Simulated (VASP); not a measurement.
# KTaO3 (Pm-3m) in VASP: notebook

The runs below take KTaO3 through single point, with PBEsol+U, PBE, BLYP+D3(BJ), BLYP+D4.

Everything below comes from runs of VASP 6.6.1. Logs are shortened: lines on timing, memory, paths and dates and some standing lists are left out, and cuts for length are marked.

### Step 1. The cell of the first run

The structure is cubic, space group Pm-3m (No. 221). The conventional cell has a = 3.988 Å, b = 3.988 Å, c = 3.988 Å, α = 90.00°, β = 90.00°, γ = 90.00°. Within 2.6 Å of Ta (site symmetry m-3m) lie 6 O at 1.99 Å. K (site symmetry m-3m) has 12 O at 2.82 Å and 8 Ta at 3.45 Å within 3.7 Å. Within 2.6 Å of O (site symmetry 4/mmm) lie 2 Ta at 1.99 Å.

### Step 2. Single point, PBEsol+U

Input file INCAR:

```
SYSTEM = KTaO3
  PREC = Accurate
  ENCUT = 600
  EDIFF = 1E-6
  ISMEAR = -1
  SIGMA = 0.05
  LREAL = .FALSE.
  LASPH = .TRUE.
  NELM = 200
  ALGO = Normal
  ISIF = 2
  LWAVE = .FALSE.
  LCHARG = .TRUE.
  LMAXMIX = 4
  LDAU = .TRUE.
  LDAUTYPE = 2
  LDAUL = 2 -1 -1
  LDAUU = 6 0 0
  LDAUJ = 0 0 0
  LDAUPRINT = 1
  GGA = PS
  LELF = .TRUE.
  LVHAR = .TRUE.
  NBANDS = 28
  GGA_COMPAT = .FALSE.
```

Input file KPOINTS:

```
regular mesh
0
G
  7 7 7
  0 0 0
```

Input file POSCAR:

```
KTaO3
1.0
    3.9883000000      0.0000000000      0.0000000000
    0.0000000000      3.9883000000      0.0000000000
    0.0000000000      0.0000000000      3.9883000000
Ta K O
1 1 3
Direct
    0.0000000000      0.0000000000      0.0000000000
    0.5000000000      0.5000000000      0.5000000000
    0.0000000000      0.0000000000      0.5000000000
    0.0000000000      0.5000000000      0.0000000000
    0.5000000000      0.0000000000      0.0000000000
```

Potentials or basis: VASP PAW PBE potentials, release 64 (Ta_sv_GW, K_sv, O).

The run is started by

```sh
$ cat potpaw_PBE.64/Ta_sv_GW/POTCAR potpaw_PBE.64/K_sv/POTCAR potpaw_PBE.64/O/POTCAR > POTCAR
$ mpirun -np 1 vasp_std > vasp.out
```

OUTCAR:

```text
SYSTEM = KTaO3
   PREC = Accurate
   ENCUT = 600
   EDIFF = 1E-6
   ISMEAR = -1
   LREAL = .FALSE.
   LASPH = .TRUE.
   NELM = 200
   ISIF = 2
   GGA = PS

 ion  position               nearest neighbor table
   1  0.000  0.000  0.000-   3 1.99   4 1.99   5 1.99   3 1.99   4 1.99   5 1.99   2 3.45   2 3.45
                             2 3.45   2 3.45   2 3.45   2 3.45   2 3.45   2 3.45
   2  0.500  0.500  0.500-   3 2.82   4 2.82   5 2.82   4 2.82   5 2.82   3 2.82   5 2.82   5 2.82
                             3 2.82   4 2.82   4 2.82   3 2.82   1 3.45   1 3.45   1 3.45   1 3.45
   3  0.000  0.000  0.500-   1 1.99   1 1.99   2 2.82   2 2.82   2 2.82   2 2.82
   4  0.000  0.500  0.000-   1 1.99   1 1.99   2 2.82   2 2.82   2 2.82   2 2.82
   5  0.500  0.000  0.000-   1 1.99   1 1.99   2 2.82   2 2.82   2 2.82   2 2.82

  LATTYP: Found a simple cubic cell.
 ALAT       =     3.9883000000

  Lattice vectors:

 A1 = (   3.9883000000,   0.0000000000,   0.0000000000)
 A2 = (   0.0000000000,   3.9883000000,   0.0000000000)
 A3 = (   0.0000000000,   0.0000000000,   3.9883000000)

Analysis of symmetry for initial positions (statically):
=====================================================================
 Subroutine PRICEL returns:
 Original cell was already a primitive cell.

 Routine SETGRP: Setting up the symmetry group for a
 simple cubic supercell.

 Subroutine GETGRP returns: Found 48 space group operations
 (whereof 48 operations were pure point group operations)
 out of a pool of 48 trial point group operations.

The static configuration has the point symmetry O_h .

Analysis of symmetry for dynamics (positions and initial velocities):
=====================================================================
 Subroutine PRICEL returns:
 Original cell was already a primitive cell.

 Routine SETGRP: Setting up the symmetry group for a
 simple cubic supercell.

 Subroutine GETGRP returns: Found 48 space group operations
 (whereof 48 operations were pure point group operations)
 out of a pool of 48 trial point group operations.

The dynamic configuration has the point symmetry O_h .
[... 152 lines left out ...]
  0.0000 -0.0000  0.0000  0.0000  0.2601

spin component  2

  0.1219 -0.0000 -0.0000  0.0000  0.0000
 -0.0000  0.1219  0.0000  0.0000 -0.0000
 -0.0000  0.0000  0.2601  0.0000  0.0000
  0.0000  0.0000  0.0000  0.1219  0.0000
  0.0000 -0.0000  0.0000  0.0000  0.2601

 occupancies and eigenvectors

  o =  0.1219  v =  1.0000  0.0000  0.0000  0.0000  0.0000  0.0000  0.0000  0.0000  0.0000  0.0000      0.0000  0.0000  0.0000  0.0000  0.0000  0.0000  0.0000  0.0000  0.0000  0.0000
  o =  0.1219  v =  0.0000  0.0000  0.0000  0.0000  0.0000  1.0000  0.0000  0.0000  0.0000  0.0000      0.0000  0.0000  0.0000  0.0000  0.0000  0.0000  0.0000  0.0000  0.0000  0.0000
  o =  0.1219  v =  0.0000  0.6709  0.0000  0.7416  0.0000  0.0000  0.0000  0.0000  0.0000  0.0000      0.0000  0.0000  0.0000  0.0000  0.0000  0.0000  0.0000  0.0000  0.0000  0.0000
  o =  0.1219  v =  0.0000  0.0000  0.0000  0.0000  0.0000  0.0000  0.6709  0.0000  0.7416  0.0000      0.0000  0.0000  0.0000  0.0000  0.0000  0.0000  0.0000  0.0000  0.0000  0.0000
  o =  0.1219  v =  0.0000 -0.7416  0.0000  0.6709 -0.0000  0.0000  0.0000  0.0000  0.0000  0.0000      0.0000  0.0000  0.0000  0.0000  0.0000  0.0000  0.0000  0.0000  0.0000  0.0000
  o =  0.1219  v =  0.0000  0.0000  0.0000  0.0000  0.0000  0.0000 -0.7416  0.0000  0.6709 -0.0000      0.0000  0.0000  0.0000  0.0000  0.0000  0.0000  0.0000  0.0000  0.0000  0.0000
  o =  0.2601  v =  0.0000 -0.0000  1.0000 -0.0000 -0.0086  0.0000  0.0000  0.0000  0.0000  0.0000      0.0000  0.0000  0.0000  0.0000  0.0000  0.0000  0.0000  0.0000  0.0000  0.0000
  o =  0.2601  v =  0.0000  0.0000  0.0000  0.0000  0.0000  0.0000 -0.0000  1.0000 -0.0000 -0.0086      0.0000  0.0000  0.0000  0.0000  0.0000  0.0000  0.0000  0.0000  0.0000  0.0000
  o =  0.2601  v =  0.0000  0.0000  0.0000  0.0000  0.0000  0.0000 -0.0000  0.0086 -0.0000  1.0000      0.0000  0.0000  0.0000  0.0000  0.0000  0.0000  0.0000  0.0000  0.0000  0.0000
  o =  0.2601  v =  0.0000 -0.0000  0.0086 -0.0000  1.0000  0.0000  0.0000  0.0000  0.0000  0.0000      0.0000  0.0000  0.0000  0.0000  0.0000  0.0000  0.0000  0.0000  0.0000  0.0000

 number of electron      39.9999996 magnetization

 Free energy of the ion-electron system (eV)
  ---------------------------------------------------
  ext. energy  EPLUGINS =         0.00000000
  ---------------------------------------------------
  free energy    TOTEN  =       -40.99960740 eV

  energy without entropy =      -40.99960740  energy(sigma->0) =      -40.99960740

 E-fermi :   4.4727     XC(G=0): -11.2727

 val. band max:        3.2420113250   @ k =   0.4286   0.4286   0.4286
 cond. band min:       6.2692049968   @ k =   0.0000   0.0000   0.0000
 fundamental gap:      3.0271936718
 Fermi energy:         4.4727112097

 k-point     1 :       0.0000    0.0000    0.0000
  band No.  band energies     occupation
      1     -65.4520      2.00000
      2     -31.8394      2.00000
      3     -31.8394      2.00000
      4     -31.8394      2.00000
      5     -23.8435      2.00000
      6     -14.2727      2.00000
[... 609 lines left out ...]
     27      14.0156      0.00000
     28      15.2197      0.00000

------------------------ aborting loop because EDIFF is reached ----------------------------------------

  FORCE on cell =-STRESS in cart. coord.  units (eV):
  Direction    XX          YY          ZZ          XY          YZ          ZX
  --------------------------------------------------------------------------------------
  -------------------------------------------------------------------------------------
  Total        2.4140281      2.4140281      2.4140281     -0.0000000     -0.0000000      0.0000000
  in kB       60.9662444     60.9662444     60.9662444     -0.0000000     -0.0000000      0.0000000
  external PRESSURE =      60.9662444 kB  Pullay stress =       0.0000000 kB

 VOLUME and BASIS-vectors are now :
 -----------------------------------------------------------------------------
  energy-cutoff  :      600.00
  volume of cell :       63.44
      direct lattice vectors                 reciprocal lattice vectors
     3.988300000  0.000000000  0.000000000     0.250733395  0.000000000  0.000000000
     0.000000000  3.988300000  0.000000000     0.000000000  0.250733395  0.000000000
     0.000000000  0.000000000  3.988300000     0.000000000  0.000000000  0.250733395

 POSITION                                       TOTAL-FORCE (eV/Angst)
 -----------------------------------------------------------------------------------
      0.00000      0.00000      0.00000         0.000000      0.000000      0.000000
      1.99415      1.99415      1.99415         0.000000      0.000000      0.000000
      0.00000      0.00000      1.99415         0.000000      0.000000      0.000000
      0.00000      1.99415      0.00000         0.000000      0.000000      0.000000
      1.99415      0.00000      0.00000         0.000000      0.000000      0.000000
 -----------------------------------------------------------------------------------
    total drift:                                0.000000      0.000000     -0.000000

  FREE ENERGIE OF THE ION-ELECTRON SYSTEM (eV)
  ---------------------------------------------------
  free  energy   TOTEN  =       -40.9996074032 eV

  energy  without entropy=      -40.9996074032  energy(sigma->0) =      -40.99960740
```

OSZICAR:

```text
N       E                     dE             d eps       ncg     rms          rms(c)
DAV:   1     0.365190530824E+03    0.36519E+03   -0.24512E+04  1120   0.159E+03
DAV:   2    -0.291301858705E+02   -0.39432E+03   -0.38085E+03  1392   0.403E+02
DAV:   3    -0.505303372074E+02   -0.21400E+02   -0.21308E+02  1548   0.967E+01
[... 11 lines left out ...]
DAV:  15    -0.409995725855E+02    0.20980E-02   -0.12119E-02  1592   0.584E-01    0.502E+00
DAV:  16    -0.409995854698E+02   -0.12884E-04   -0.80115E-04  1608   0.168E-01    0.517E-01
DAV:  17    -0.409996095842E+02   -0.24114E-04   -0.70630E-05  1560   0.483E-02    0.676E-01
DAV:  18    -0.409996072355E+02    0.23487E-05   -0.97644E-06  1396   0.188E-02    0.139E-01
DAV:  19    -0.409996074032E+02   -0.16775E-06   -0.10943E-06   828   0.673E-03
   1 F= -.40999607E+02 E0= -.40999607E+02  d E =-.607935E-11
```

Wall time 33 s (1 thread of Intel Xeon Platinum 8375C at 2.90GHz (Ice Lake), shared host); peak memory 0.21 GiB.

What came out:

```yaml
Free_energy: -40.9996 eV
Pressure: 6.1 GPa
Band_gap_on_the_k_mesh: 3.03 eV, indirect (least direct gap 3.68 eV)
```

Eigenvalues of the final occupation matrices:
```tsv
site	spin	trace	eigenvalues
site 1 d	1	0.89	0.12 0.12 0.12 0.26 0.26
site 1 d	2	0.89	0.12 0.12 0.12 0.26 0.26
```

Caveat: the PAW data sets were made with another functional, which shifts forces and pressure a little; spin-orbit coupling is left out, which moves the levels of the heavy elements.

### Step 3. Single point, PBE

This run uses another cell than the first one, of 12.18 Å³/atom, 0.960 times its volume.

Input file INCAR:

```
PREC     = Accurate       # precision mode
ENCUT    = 600            # plane-wave cutoff, eV
EDIFF    = 1E-6           # SCF threshold, eV
ISMEAR   = -1             # smearing method
SIGMA    = 0.05           # smearing width, eV
LREAL    = F              # projectors in reciprocal space
LASPH    = T              # aspherical terms in the spheres
NELM     = 120            # most SCF steps
ALGO     = Normal         # electronic algorithm
ISIF     = 2              # what is computed and relaxed
LWAVE    = F              # write WAVECAR
LCHARG   = T              # write CHGCAR
GGA      = PE             # functional
LELF     = T              # ELF
LVHAR    = T            
NBANDS   = 28             # bands
GGA_COMPAT= F
```

Input file KPOINTS:

```
regular mesh
0
Gamma
  7 7 7
```

POSCAR: that of step 2 with these lines changed.

```diff
@@ -2,5 +2,5 @@
 1.0
-    3.9883000000      0.0000000000      0.0000000000
-    0.0000000000      3.9883000000      0.0000000000
-    0.0000000000      0.0000000000      3.9883000000
+    3.9343974464      0.0000000000      0.0000000000
+    0.0000000000      3.9343974464      0.0000000000
+    0.0000000000      0.0000000000      3.9343974464
 Ta K O
```

Potentials or basis: VASP PAW PBE potentials, release 64 (Ta_sv_GW, K_sv, O).

The run is started by

```sh
$ cat potpaw_PBE.64/Ta_sv_GW/POTCAR potpaw_PBE.64/K_sv/POTCAR potpaw_PBE.64/O/POTCAR > POTCAR
$ mpirun -np 1 vasp_std > vasp.out
```

Wall time 21 s (1 thread of Intel Xeon 6975P-C (Granite Rapids), shared host); peak memory 0.2 GiB.

It converged, with:

| Property | Result |
| --- | --- |
| Free energy | -43.4386 eV |
| Pressure | 15.1 GPa |
| Band gap on the k mesh | 2.36 eV, indirect (least direct gap 2.90 eV) |

Levels at points of the mesh, in eV from the valence-band top:
| k point | band 16 | band 17 | band 18 | band 19 | band 20 | band 21 | band 22 | band 23 | band 24 | band 25 |
| --- | --- | --- | --- | --- | --- | --- | --- | --- | --- | --- |
| (0.00, 0.00, 0.00) | -1.05 | -1.05 | -0.53 | -0.53 | -0.53 | 2.36 | 2.36 | 2.36 | 7.02 | 7.36 |

Caveat: spin-orbit coupling is left out, which moves the levels of the heavy elements.

[end of part 1 of 2]
